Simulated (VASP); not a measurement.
# Zr (P6_3/mmc) in VASP: notebook

Aim: see how the results for Zr move with the level of theory and the settings. Levels: r2SCAN, PBE. Tasks: electric field gradients.

Program: VASP 6.6.1. These are calculated values, not measurements. Logs are shortened: lines on timing, memory, paths and dates and some standing lists are left out, and cuts for length are marked.

### 1 The cell of the first run

It takes space group P6_3/mmc (No. 194, hexagonal). The conventional cell has a = 3.232 Å, b = 3.232 Å, c = 5.147 Å, α = 90.00°, β = 90.00°, γ = 120.00°. Within 4.2 Å of Zr (site symmetry -6m2) lie 12 Zr at 3.18 to 3.23 Å.

### 2 Electric field gradients, r2SCAN

The input, POSCAR:

```
Zr
1.0
    3.2320000000      0.0000000000      0.0000000000
   -1.6160000000      2.7989941050      0.0000000000
    0.0000000000      0.0000000000      5.1470000000
Zr
2
Direct
    0.3333333333      0.6666666667      0.2500000000
    0.6666666667      0.3333333333      0.7500000000
```

The input, INCAR.step1:

```
PREC = Accurate
ENCUT = 520
ISMEAR = -1
SIGMA = 0.05
LREAL = F
LASPH = T
NELM = 60
NBANDS = 19
GGA = PE
ALGO = Normal
EDIFF = 1E-4
LWAVE = T
LCHARG = F
```

The input, INCAR.step2:

```
PREC = Accurate
ENCUT = 520
EDIFF = 1E-8
ISMEAR = -1
SIGMA = 0.05
LREAL = F
LASPH = T
NELM = 60
ALGO = Normal
ISIF = 2
LWAVE = F
LCHARG = F
METAGGA = R2SCAN
LMIXTAU = T
LEFG = T
NBANDS = 19
ISTART = 1
```

The input, KPOINTS:

```
regular mesh
0
Gamma
  12 12 7
```

Potentials or basis: VASP PAW PBE potentials, release 64 (Zr_sv).

Started as:

```
> cat potpaw_PBE.64/Zr_sv/POTCAR > POTCAR
> cp INCAR.step1 INCAR
> mpirun -np 1 vasp_std > vasp.out
> cp INCAR.step2 INCAR
> mpirun -np 1 vasp_std > vasp.out
```

OUTCAR:

```text
PREC = Accurate
   ENCUT = 520
   EDIFF = 1E-8
   ISMEAR = -1
   LREAL = F
   LASPH = T
   NELM = 60
   ISIF = 2
   METAGGA = R2SCAN
   ISTART = 1

 ion  position               nearest neighbor table
   1  0.333  0.667  0.250-   2 3.18   2 3.18   2 3.18   2 3.18   2 3.18   2 3.18
   2  0.667  0.333  0.750-   1 3.18   1 3.18   1 3.18   1 3.18   1 3.18   1 3.18

  LATTYP: Found a hexagonal cell.
 ALAT       =     3.2320000000
 C/A-ratio  =     1.5925123762

  Lattice vectors:

 A1 = (   3.2320000000,   0.0000000000,   0.0000000000)
 A2 = (  -1.6160000000,   2.7989941050,   0.0000000000)
 A3 = (   0.0000000000,   0.0000000000,   5.1470000000)

Analysis of symmetry for initial positions (statically):
=====================================================================
 Subroutine PRICEL returns:
 Original cell was already a primitive cell.

 Routine SETGRP: Setting up the symmetry group for a
 hexagonal supercell.

 Subroutine GETGRP returns: Found 24 space group operations
 (whereof 12 operations were pure point group operations)
 out of a pool of 24 trial point group operations.

The static configuration has the point symmetry D_3d.
 The point group associated with its full space group is D_6h.

Analysis of symmetry for dynamics (positions and initial velocities):
=====================================================================
 Subroutine PRICEL returns:
 Original cell was already a primitive cell.

 Routine SETGRP: Setting up the symmetry group for a
 hexagonal supercell.

 Subroutine GETGRP returns: Found 24 space group operations
 (whereof 12 operations were pure point group operations)
 out of a pool of 24 trial point group operations.

The dynamic configuration has the point symmetry D_3d.
 The point group associated with its full space group is D_6h.

 Subroutine INISYM returns: Found 24 space group operations
 (whereof 12 operations are pure point group operations),
 and found     1 'primitive' translations

----------------------------------------------------------------------------------------

                                     Primitive cell

  volume of cell :      46.5616

  direct lattice vectors                    reciprocal lattice vectors
     3.232000000  0.000000000  0.000000000     0.309405941  0.178635603  0.000000000
    -1.616000000  2.798994105  0.000000000     0.000000000  0.357271206  0.000000000
     0.000000000  0.000000000  5.147000000     0.000000000  0.000000000  0.194287935

  length of vectors
     3.232000000  3.232000000  5.147000000     0.357271206  0.357271206  0.194287935

  position of ions in fractional coordinates (direct lattice)
     0.333333333  0.666666667  0.250000000
     0.666666667  0.333333333  0.750000000

  ion indices of the primitive-cell ions
   primitive index   ion index
                 1           1
                 2           2

----------------------------------------------------------------------------------------

 KPOINTS: regular mesh

Automatic generation of k-mesh.
 Grid dimensions read from file:
 generate k-points for:   12   12    7

 Generating k-lattice:

  Cartesian coordinates                     Fractional coordinates (reciprocal lattice)
     0.025783828  0.014886300  0.000000000     0.083333333 -0.000000000  0.000000000
     0.000000000  0.029772601  0.000000000     0.000000000  0.083333333  0.000000000
     0.000000000  0.000000000  0.027755419     0.000000000  0.000000000  0.142857143

  Length of vectors
     0.029772601  0.029772601  0.027755419

  Shift w.r.t. Gamma in fractional coordinates (k-lattice)
     0.000000000  0.000000000  0.000000000

 Subroutine IBZKPT returns following result:
 ===========================================

 Found     76 irreducible k-points:

 Following reciprocal coordinates:
            Coordinates               Weight
  0.000000  0.000000  0.000000      1.000000
  0.083333  0.000000  0.000000      6.000000
  0.166667  0.000000  0.000000      6.000000
  0.250000  0.000000  0.000000      6.000000
  0.333333  0.000000  0.000000      6.000000
  0.416667  0.000000  0.000000      6.000000
[... 16 lines left out ...]
  0.250000  0.000000  0.142857     12.000000
  0.333333  0.000000  0.142857     12.000000
 [... further k-points ...]
   k-points           NKPTS =     76   k-points in BZ     NKDIM =     76   number of bands    NBANDS=     19
   number of dos      NEDOS =    301   number of ions     NIONS =      2
   total plane-waves  NPLWV =  23040
   dimension x,y,z NGX =    24 NGY =   24 NGZ =   40
   dimension x,y,z NGXF=    48 NGYF=   48 NGZF=   80
   ions per type =               2
   NGX,Y,Z   is equivalent  to a cutoff of  12.34, 12.34, 12.92 a.u.
   NGXF,Y,Z  is equivalent  to a cutoff of  24.69, 24.69, 25.84 a.u.
 SYSTEM =  unknown system
   PREC   = accura    normal or accurate (medium, high low for compatibility)
   ISTART =      1    job   : 0-new  1-cont  2-samecut
   ICHARG =      0    charge: 1-file 2-atom 10-const
   ISPIN  =      1    spin polarized calculation?
   LNONCOLLINEAR =      F non collinear calculations
   LSORBIT =      F    spin-orbit coupling
   LASPH  =      T    aspherical Exc in radial PAW
   ENCUT  =  520.0 eV  38.22 Ry    6.18 a.u.   6.01  6.01  9.57*2*pi/ulx,y,z
   NELM   =     60;   NELMIN=  2; NELMDL=  0     # of ELM steps
   EDIFF  = 0.1E-07   stopping-criterion for ELM
   LREAL  =      F    real-space projection
   EDIFFG = 0.1E-06   stopping-criterion for IOM
   NSW    =      0    number of steps for IOM
   IBRION =     -1    ionic relax: 0-MD 1-quasi-New 2-CG
   NFREE  =      0    steps in history (QN), initial steepest desc. (CG)
   ISIF   =      2    stress and relaxation
   ISYM   =      2    0-nonsym 1-usesym 2-fastsym
   POTIM  = 0.5000    time-step for ionic-motion
   TEBEG  =    0.0;   TEEND  =   0.0 temperature during run
   PSTRESS=    0.0 pullay stress
   NELECT =      24.0000    total number of electrons
   NUPDOWN=      -1.0000    fix difference up-down
   EMIN   =  10.00;   EMAX   =-10.00  energy-range for DOS
   EFERMI =   0.00;   METHOD = LEGACY
   ISMEAR =    -1;   SIGMA  =   0.05  broadening in eV -4-tet -1-fermi 0-gaus
   EFERMI_NEDOS =   21; number of points for ismear=-14 and -15
   IALGO  =     38    algorithm
   IMIX   =      4    mixing-type and parameters
     AMIX     =   0.40;   BMIX     =  1.00
     AMIX_MAG =   1.60;   BMIX_MAG =  1.00
  volume/ion in A,a.u.               =      23.28       157.11
  Fermi-wavevector in a.u.,A,eV,Ry     =   1.312611  2.480475 23.442130  1.722948
  Thomas-Fermi vector in A             =   2.442991
   LORBIT       =      0    0 simple, 1 ext, 2 COOP (PROOUT), +10 PAW based schemes
   METAGGA = R2SCAN    functional components
   LHFCALC =     F    Hartree Fock is set to
   AEXX    =    0.0000 exact exchange contribution
   IVDW    =     0    specifies the selected vdW correction
   LEPSILON=     F    determine dielectric tensor
   LRPA    =     F    only Hartree local field effects (RPA)
 non-spin polarized calculation
  energy-cutoff  :      520.00
  volume of cell :       46.56
 maximum number of plane-waves:      1284
   NGX = 13   NGY = 13   NGZ = 19

 number of electron      24.0000000 magnetization

 Free energy of the ion-electron system (eV)
  ---------------------------------------------------
  ext. energy  EPLUGINS =         0.00000000
  ---------------------------------------------------
  free energy    TOTEN  =       -45.50470013 eV

  energy without entropy =      -45.48863990  energy(sigma->0) =      -45.49667001

 E-fermi :   9.0490     XC(G=0): -11.9505

 val. band max:        9.0341179553   @ k =   0.3333   0.2500   0.2857
 cond. band min:       9.0515858314   @ k =   0.3333   0.2500   0.4286
 fundamental gap:      0.0174678760
 Fermi energy:         9.0489943922

 k-point     1 :       0.0000    0.0000    0.0000
  band No.  band energies     occupation
      1     -41.5148      2.00000
      2     -41.3479      2.00000
      3     -19.3742      2.00000
      4     -18.4549      2.00000
      5     -18.4549      2.00000
      6     -18.3146      2.00000
[... 11 lines left out ...]
     18      11.4331      0.00000
     19      13.7605      0.00000

 k-point     2 :       0.0833    0.0000    0.0000
  band No.  band energies     occupation
      1     -41.5063      2.00000
      2     -41.3444      2.00000
      3     -19.3517      2.00000
      4     -18.5044      2.00000
      5     -18.4711      2.00000
      6     -18.3612      2.00000
[... 476 lines left out ...]
 k-point    24 :       0.3333    0.0000    0.1429
  band No.  band energies     occupation
      1     -41.4068      2.00000
      2     -41.3201      2.00000
      3     -19.1330      2.00000
      4     -18.9370      2.00000
      5     -18.8599      2.00000
      6     -18.6111      2.00000
[... 11 lines left out ...]
     18      13.0452      0.00000
     19      14.4381      0.00000

 [... further k-points ...]
[... 5 lines left out ...]
  --------------------------------------------------------------------------------------
  -------------------------------------------------------------------------------------
  Total        0.3002255      0.3002255      0.2507923      0.0000000      0.0000000      0.0000000
  in kB       10.3307214     10.3307214      8.6297323      0.0000000      0.0000000      0.0000000
  external PRESSURE =       9.7637250 kB  Pullay stress =       0.0000000 kB

 VOLUME and BASIS-vectors are now :
 -----------------------------------------------------------------------------
  energy-cutoff  :      520.00
  volume of cell :       46.56
      direct lattice vectors                 reciprocal lattice vectors
     3.232000000  0.000000000  0.000000000     0.309405941  0.178635603  0.000000000
    -1.616000000  2.798994105  0.000000000     0.000000000  0.357271206  0.000000000
     0.000000000  0.000000000  5.147000000     0.000000000  0.000000000  0.194287935

 POSITION                                       TOTAL-FORCE (eV/Angst)
 -----------------------------------------------------------------------------------
     -0.00000      1.86600      1.28675        -0.000000      0.000000      0.000000
      1.61600      0.93300      3.86025         0.000000     -0.000000      0.000000
 -----------------------------------------------------------------------------------
    total drift:                               -0.000000      0.000000     -0.000000

  FREE ENERGIE OF THE ION-ELECTRON SYSTEM (eV)
  ---------------------------------------------------
  free  energy   TOTEN  =       -45.5047001266 eV

  energy  without entropy=      -45.4886398950  energy(sigma->0) =      -45.49667001

 Electric field gradients (V/A^2)
---------------------------------------------------------------------
 ion       V_xx      V_yy      V_zz      V_xy      V_xz      V_yz
---------------------------------------------------------------------
   1     -21.743   -21.743    43.487     0.000     0.000    -0.000
   2     -21.743   -21.743    43.487     0.000    -0.000     0.000
---------------------------------------------------------------------

 Electric field gradients after diagonalization (V/A^2)
 (convention: |V_zz| > |V_xx| > |V_yy|)
----------------------------------------------------------------------
 ion       V_xx      V_yy      V_zz     asymmetry (V_yy - V_xx)/ V_zz
----------------------------------------------------------------------
   1     -21.743   -21.743    43.487       0.000
   2     -21.743   -21.743    43.487       0.000
----------------------------------------------------------------------

           NMR quadrupolar parameters

 Cq : quadrupolar parameter    Cq=e*Q*V_zz/h
 eta: asymmetry parameters     (V_yy - V_xx)/ V_zz
 Q  : nuclear electric quadrupole moment in mb (millibarn)
----------------------------------------------------------------------
 ion       Cq(MHz)       eta       Q (mb)
----------------------------------------------------------------------
   1       0.105       0.000       1.000
   2       0.105       0.000       1.000
----------------------------------------------------------------------
```

Wall time 82 s (1 thread of Intel Xeon 6975P-C (Granite Rapids), shared host); peak memory 0.2 GiB.

Results:

| Quantity | Value |
| --- | --- |
| Free energy | -45.5047 eV |
| Pressure | 1.0 GPa |
| Band gap on the k mesh | zero (band 12 reaches 10.02 eV, above the bottom of band 13 at 8.78 eV) |

Stress tensor (GPa, compression positive):
```
1.03 0.00 0.00
0.00 1.03 0.00
0.00 0.00 0.86
```

Levels at points of the mesh, in eV from the Fermi level:
| k point | band 8 | band 9 | band 10 | band 11 | band 12 | band 13 | band 14 | band 15 | band 16 | band 17 |
| --- | --- | --- | --- | --- | --- | --- | --- | --- | --- | --- |
| (0.00, 0.00, 0.00) | -27.36 | -6.02 | -3.21 | 0.97 | 0.97 | 1.03 | 1.13 | 1.72 | 1.72 | 2.38 |
| (0.50, 0.00, 0.00) | -27.47 | -2.71 | -2.66 | -2.26 | -0.38 | 0.68 | 0.85 | 1.58 | 5.17 | 5.58 |

Electric field gradients, principal values (V/Å²):
| atom | least | middle | greatest (by size) |
| --- | --- | --- | --- |
| 1 Zr | -21.743 | -21.743 | 43.487 |
| 2 Zr | -21.743 | -21.743 | 43.487 |

Caveat: without QUAD_EFG the Cq values of the log hold for a quadrupole moment of 1 mb, not for the nuclei; the PAW data sets were made with another functional, which shifts forces and pressure a little.

(Part 1 of 2 ends here.)
